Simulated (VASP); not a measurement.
# BeSe (F-43m) in VASP: settings compared

BeSe is run at these levels: PBE, LDA; tasks: single point.

Everything below comes from runs of VASP 6.6.1. Logs are shortened: lines on timing, memory, paths and dates and some standing lists are left out, and cuts for length are marked.

## (1) The cell of the first run

Symmetry: F-43m, No. 216, cubic system. Conventional cell: a = 5.162 Å, b = 5.162 Å, c = 5.162 Å, α = 90.00°, β = 90.00°, γ = 90.00°. Be (site symmetry -43m) has 4 Se at 2.24 Å within 3.0 Å. Se (site symmetry -43m) has 4 Be at 2.24 Å within 3.0 Å.

## (2) Single point, PBE

Contents of INCAR:

```
PREC     = Accurate       # precision mode
ENCUT    = 600            # plane-wave cutoff, eV
EDIFF    = 1E-6           # SCF threshold, eV
ISMEAR   = -1             # smearing method
SIGMA    = 0.02           # smearing width, eV
LREAL    = False          # projectors in reciprocal space
LASPH    = True           # aspherical terms in the spheres
NELM     = 120            # most SCF steps
ALGO     = Normal         # electronic algorithm
ISIF     = 2              # what is computed and relaxed
LWAVE    = False          # write WAVECAR
LCHARG   = False          # write CHGCAR
GGA      = PE             # functional
NBANDS   = 11             # bands
GGA_COMPAT= False
```

Contents of KPOINTS:

```
Automatic mesh
0
Gamma
  8 8 8
```

Contents of POSCAR:

```
BeSe
1.0
    0.0000000000      2.5810353788      2.5810353788
    2.5810353788      0.0000000000      2.5810353788
    2.5810353788      2.5810353788      0.0000000000
Be Se
1 1
Direct
    0.0000000000      0.0000000000      0.0000000000
    0.2500000000      0.2500000000      0.2500000000
```

Potentials or basis: VASP PAW PBE potentials, release 64 (Be, Se).

Run with:

```console
> cat potpaw_PBE.64/Be/POTCAR potpaw_PBE.64/Se/POTCAR > POTCAR
> mpirun -np 1 vasp_std > vasp.out
```

OUTCAR:

```text
PREC = Accurate
   ENCUT = 600
   EDIFF = 1E-6
   ISMEAR = -1
   LREAL = False
   LASPH = True
   NELM = 120
   ISIF = 2
   GGA = PE

 ion  position               nearest neighbor table
   1  0.000  0.000  0.000-   2 2.24   2 2.24   2 2.24   2 2.24
   2  0.250  0.250  0.250-   1 2.24   1 2.24   1 2.24   1 2.24

  LATTYP: Found a face centered cubic cell.
 ALAT       =     5.1620707576

  Lattice vectors:

 A1 = (   0.0000000000,   2.5810353788,   2.5810353788)
 A2 = (   2.5810353788,   0.0000000000,   2.5810353788)
 A3 = (   2.5810353788,   2.5810353788,   0.0000000000)

Analysis of symmetry for initial positions (statically):
=====================================================================
 Subroutine PRICEL returns:
 Original cell was already a primitive cell.

 Routine SETGRP: Setting up the symmetry group for a
 face centered cubic supercell.

 Subroutine GETGRP returns: Found 24 space group operations
 (whereof 24 operations were pure point group operations)
 out of a pool of 48 trial point group operations.

The static configuration has the point symmetry T_d .

Analysis of symmetry for dynamics (positions and initial velocities):
=====================================================================
 Subroutine PRICEL returns:
 Original cell was already a primitive cell.

 Routine SETGRP: Setting up the symmetry group for a
 face centered cubic supercell.

 Subroutine GETGRP returns: Found 24 space group operations
 (whereof 24 operations were pure point group operations)
 out of a pool of 48 trial point group operations.

The dynamic configuration has the point symmetry T_d .

 Subroutine INISYM returns: Found 24 space group operations
 (whereof 24 operations are pure point group operations),
 and found     1 'primitive' translations

----------------------------------------------------------------------------------------

                                     Primitive cell

  volume of cell :      34.3884

  direct lattice vectors                    reciprocal lattice vectors
     0.000000000  2.581035379  2.581035379    -0.193720708  0.193720708  0.193720708
     2.581035379  0.000000000  2.581035379     0.193720708 -0.193720708  0.193720708
     2.581035379  2.581035379  0.000000000     0.193720708  0.193720708 -0.193720708

  length of vectors
     3.650135238  3.650135238  3.650135238     0.335534108  0.335534108  0.335534108

  position of ions in fractional coordinates (direct lattice)
     0.000000000  0.000000000  0.000000000
     0.250000000  0.250000000  0.250000000

  ion indices of the primitive-cell ions
   primitive index   ion index
                 1           1
                 2           2

----------------------------------------------------------------------------------------

 KPOINTS: Automatic mesh

Automatic generation of k-mesh.
 Grid dimensions read from file:
 generate k-points for:    8    8    8

 Generating k-lattice:

  Cartesian coordinates                     Fractional coordinates (reciprocal lattice)
    -0.024215088  0.024215088  0.024215088     0.125000000  0.000000000  0.000000000
     0.024215088 -0.024215088  0.024215088     0.000000000  0.125000000  0.000000000
     0.024215088  0.024215088 -0.024215088     0.000000000  0.000000000  0.125000000

  Length of vectors
     0.041941764  0.041941764  0.041941764

  Shift w.r.t. Gamma in fractional coordinates (k-lattice)
     0.000000000  0.000000000  0.000000000

 Subroutine IBZKPT returns following result:
 ===========================================

 Found     29 irreducible k-points:

 Following reciprocal coordinates:
            Coordinates               Weight
  0.000000  0.000000  0.000000      1.000000
  0.125000  0.000000  0.000000      8.000000
  0.250000  0.000000  0.000000      8.000000
  0.375000  0.000000  0.000000      8.000000
  0.500000  0.000000  0.000000      4.000000
  0.125000  0.125000  0.000000      6.000000
[... 16 lines left out ...]
  0.500000  0.250000  0.125000     48.000000
 -0.375000  0.250000  0.125000     24.000000
 [... further k-points ...]
   k-points           NKPTS =     29   k-points in BZ     NKDIM =     29   number of bands    NBANDS=     11
   number of dos      NEDOS =    301   number of ions     NIONS =      2
   total plane-waves  NPLWV =  27000
   dimension x,y,z NGX =    30 NGY =   30 NGZ =   30
   dimension x,y,z NGXF=    60 NGYF=   60 NGZF=   60
   ions per type =               1   1
   NGX,Y,Z   is equivalent  to a cutoff of  13.66, 13.66, 13.66 a.u.
   NGXF,Y,Z  is equivalent  to a cutoff of  27.33, 27.33, 27.33 a.u.
 SYSTEM =  unknown system
   PREC   = accura    normal or accurate (medium, high low for compatibility)
   ISTART =      0    job   : 0-new  1-cont  2-samecut
   ICHARG =      2    charge: 1-file 2-atom 10-const
   ISPIN  =      1    spin polarized calculation?
   LNONCOLLINEAR =      F non collinear calculations
   LSORBIT =      F    spin-orbit coupling
   LASPH  =      T    aspherical Exc in radial PAW
   ENCUT  =  600.0 eV  44.10 Ry    6.64 a.u.   7.29  7.29  7.29*2*pi/ulx,y,z
   NELM   =    120;   NELMIN=  2; NELMDL= -5     # of ELM steps
   EDIFF  = 0.1E-05   stopping-criterion for ELM
   LREAL  =      F    real-space projection
   EDIFFG = 0.1E-04   stopping-criterion for IOM
   NSW    =      0    number of steps for IOM
   IBRION =     -1    ionic relax: 0-MD 1-quasi-New 2-CG
   NFREE  =      0    steps in history (QN), initial steepest desc. (CG)
   ISIF   =      2    stress and relaxation
   ISYM   =      2    0-nonsym 1-usesym 2-fastsym
   POTIM  = 0.5000    time-step for ionic-motion
   TEBEG  =    0.0;   TEEND  =   0.0 temperature during run
   PSTRESS=    0.0 pullay stress
   NELECT =       8.0000    total number of electrons
   NUPDOWN=      -1.0000    fix difference up-down
   EMIN   =  10.00;   EMAX   =-10.00  energy-range for DOS
   EFERMI =   0.00;   METHOD = LEGACY
   ISMEAR =    -1;   SIGMA  =   0.02  broadening in eV -4-tet -1-fermi 0-gaus
   EFERMI_NEDOS =   21; number of points for ismear=-14 and -15
   IALGO  =     38    algorithm
   IMIX   =      4    mixing-type and parameters
     AMIX     =   0.40;   BMIX     =  1.00
     AMIX_MAG =   1.60;   BMIX_MAG =  1.00
  volume/ion in A,a.u.               =      17.19       116.03
  Fermi-wavevector in a.u.,A,eV,Ry     =   1.006856  1.902683 13.793040  1.013760
  Thomas-Fermi vector in A             =   2.139625
   LORBIT       =      0    0 simple, 1 ext, 2 COOP (PROOUT), +10 PAW based schemes
   GGA     = PE    functional components
   LHFCALC =     F    Hartree Fock is set to
   AEXX    =    0.0000 exact exchange contribution
   IVDW    =     0    specifies the selected vdW correction
   LEPSILON=     F    determine dielectric tensor
   LRPA    =     F    only Hartree local field effects (RPA)
 non-spin polarized calculation
  energy-cutoff  :      600.00
  volume of cell :       34.39
 maximum number of plane-waves:      1174
 NGX is ok and might be reduce to    30
   NGX = 15   NGY = 15   NGZ = 15

 number of electron       8.0000001 magnetization

 Free energy of the ion-electron system (eV)
  ---------------------------------------------------
  ext. energy  EPLUGINS =         0.00000000
  ---------------------------------------------------
  free energy    TOTEN  =        -8.85816607 eV

  energy without entropy =       -8.85816607  energy(sigma->0) =       -8.85816607

 E-fermi :   3.6538     XC(G=0):  -9.3882

 val. band max:        3.2599696382   @ k =   0.0000   0.0000   0.0000
 cond. band min:       5.9041566782   @ k =   0.5000   0.5000   0.0000
 fundamental gap:      2.6441870400
 Fermi energy:         3.6538287611

 k-point     1 :       0.0000    0.0000    0.0000
  band No.  band energies     occupation
      1     -10.4720      2.00000
      2       3.2600      2.00000
      3       3.2600      2.00000
      4       3.2600      2.00000
      5       7.5485      0.00000
      6       8.2706      0.00000
      7       8.2706      0.00000
      8       8.2706      0.00000
      9      15.2308      0.00000
     10      15.7439      0.00000
     11      15.7439      0.00000

 k-point     2 :       0.1250    0.0000    0.0000
  band No.  band energies     occupation
      1     -10.3210      2.00000
      2       1.9599      2.00000
      3       3.0527      2.00000
      4       3.0527      2.00000
      5       7.7915      0.00000
      6       8.6148      0.00000
      7       8.6148      0.00000
      8       9.3529      0.00000
      9      14.8247      0.00000
     10      14.8247      0.00000
     11      15.4156      0.00000

 k-point     3 :       0.2500    0.0000    0.0000
  band No.  band energies     occupation
      1      -9.9106      2.00000
      2      -0.1074      2.00000
      3       2.6443      2.00000
      4       2.6443      2.00000
      5       7.7083      0.00000
      6       9.1564      0.00000
      7       9.1564      0.00000
      8      11.5273      0.00000
      9      14.5083      0.00000
     10      14.5083      0.00000
     11      15.2808      0.00000

 k-point     4 :       0.3750    0.0000    0.0000
  band No.  band energies     occupation
      1      -9.4061      2.00000
      2      -1.7386      2.00000
      3       2.3179      2.00000
      4       2.3179      2.00000
      5       7.5990      0.00000
      6       9.2729      0.00000
      7       9.2729      0.00000
      8      12.9854      0.00000
      9      15.5852      0.00000
     10      15.7543      0.00000
     11      15.7543      0.00000
[... 239 lines left out ...]
 k-point    22 :       0.3750    0.2500    0.1250
  band No.  band energies     occupation
      1      -9.5784      2.00000
      2      -0.3651      2.00000
      3       1.1020      2.00000
      4       2.1082      2.00000
      5       8.0595      0.00000
      6       9.5288      0.00000
      7      10.0962      0.00000
      8      11.0582      0.00000
      9      14.0533      0.00000
     10      16.4999      0.00000
     11      17.3040      0.00000

 k-point    23 :       0.5000    0.2500    0.1250
  band No.  band energies     occupation
      1      -9.1399      2.00000
      2      -1.4103      2.00000
      3       0.5501      2.00000
      4       1.6509      2.00000
      5       8.5345      0.00000
      6       9.2990      0.00000
      7      10.7916      0.00000
      8      11.7581      0.00000
      9      15.1488      0.00000
     10      16.0415      0.00000
     11      18.4706      0.00000

 k-point    24 :      -0.3750    0.2500    0.1250
  band No.  band energies     occupation
      1      -8.9276      2.00000
      2      -1.8918      2.00000
      3       0.4382      2.00000
      4       1.4192      2.00000
      5       8.7391      0.00000
      6       8.9539      0.00000
      7      11.5385      0.00000
      8      12.8736      0.00000
      9      13.6258      0.00000
     10      17.7039      0.00000
     11      17.8836      0.00000

 [... further k-points ...]
[... 5 lines left out ...]
  --------------------------------------------------------------------------------------
  -------------------------------------------------------------------------------------
  Total        0.1905503      0.1905503      0.1905503     -0.0000000      0.0000000      0.0000000
  in kB        8.8778630      8.8778630      8.8778630     -0.0000000      0.0000000      0.0000000
  external PRESSURE =       8.8778630 kB  Pullay stress =       0.0000000 kB

 VOLUME and BASIS-vectors are now :
 -----------------------------------------------------------------------------
  energy-cutoff  :      600.00
  volume of cell :       34.39
      direct lattice vectors                 reciprocal lattice vectors
     0.000000000  2.581035379  2.581035379    -0.193720708  0.193720708  0.193720708
     2.581035379  0.000000000  2.581035379     0.193720708 -0.193720708  0.193720708
     2.581035379  2.581035379  0.000000000     0.193720708  0.193720708 -0.193720708

 POSITION                                       TOTAL-FORCE (eV/Angst)
 -----------------------------------------------------------------------------------
      0.00000      0.00000      0.00000        -0.000000     -0.000000     -0.000000
      1.29052      1.29052      1.29052         0.000000      0.000000      0.000000
 -----------------------------------------------------------------------------------
    total drift:                                0.000000      0.000000      0.000000

  FREE ENERGIE OF THE ION-ELECTRON SYSTEM (eV)
  ---------------------------------------------------
  free  energy   TOTEN  =        -8.8581660736 eV

  energy  without entropy=       -8.8581660735  energy(sigma->0) =       -8.85816607
```

Wall time 14 s (1 thread of Intel Xeon Platinum 8259CL at 2.50GHz (Skylake/Cascade Lake), shared host); peak memory 0.17 GiB.

Results:

```
Free energy            : -8.8582 eV
Pressure               : 0.9 GPa
Band gap on the k mesh : 2.64 eV, indirect (least direct gap 4.29 eV)
```

Levels at points of the mesh, in eV from the valence-band top:
```
           k point  band 2  band 3  band 4  band 5  band 6  band 7
(0.00, 0.00, 0.00)    0.00    0.00    0.00    4.29    5.01    5.01
(0.50, 0.00, 0.00)   -5.64   -1.06   -1.06    4.30    5.97    5.97
(0.50, 0.50, 0.00)   -5.02   -2.62   -2.62    2.64    4.21   11.62
```

A k mesh can miss the band edges.

## (3) Single point, LDA

Contents of INCAR:

```
PREC = Accurate
ENCUT = 600
EDIFF = 1E-6
ISMEAR = 0
SIGMA = 0.01
LREAL = F
LASPH = T
NELM = 120
ALGO = Normal
ISIF = 2
LWAVE = F
LCHARG = F
NBANDS = 11
GGA_COMPAT = F
```

KPOINTS is that of step 2.

POSCAR is that of step 2.

Potentials or basis: VASP PAW LDA potentials, release 64 (Be, Se).

Run with:

```console
> cat potpaw_LDA.64/Be/POTCAR potpaw_LDA.64/Se/POTCAR > POTCAR
> mpirun -np 1 vasp_std > vasp.out
```

Run time: 11 s. Hardware: 1 thread of Intel Xeon Platinum 8259CL at 2.50GHz (Skylake/Cascade Lake), shared host; peak memory 0.15 GiB.

The run converged. Its results:

```
Free energy            : -9.9943 eV
Pressure               : -3.4 GPa
Band gap on the k mesh : 2.49 eV, indirect (least direct gap 4.12 eV)
```

Levels at points of the mesh, in eV from the valence-band top:
```csv
k point,band 2,band 3,band 4,band 5,band 6,band 7
"(0.00, 0.00, 0.00)",0.00,0.00,0.00,4.12,4.94,4.94
"(0.50, 0.00, 0.00)",-5.66,-1.06,-1.06,4.22,5.89,5.89
"(0.50, 0.50, 0.00)",-5.01,-2.63,-2.63,2.49,4.15,11.48
```
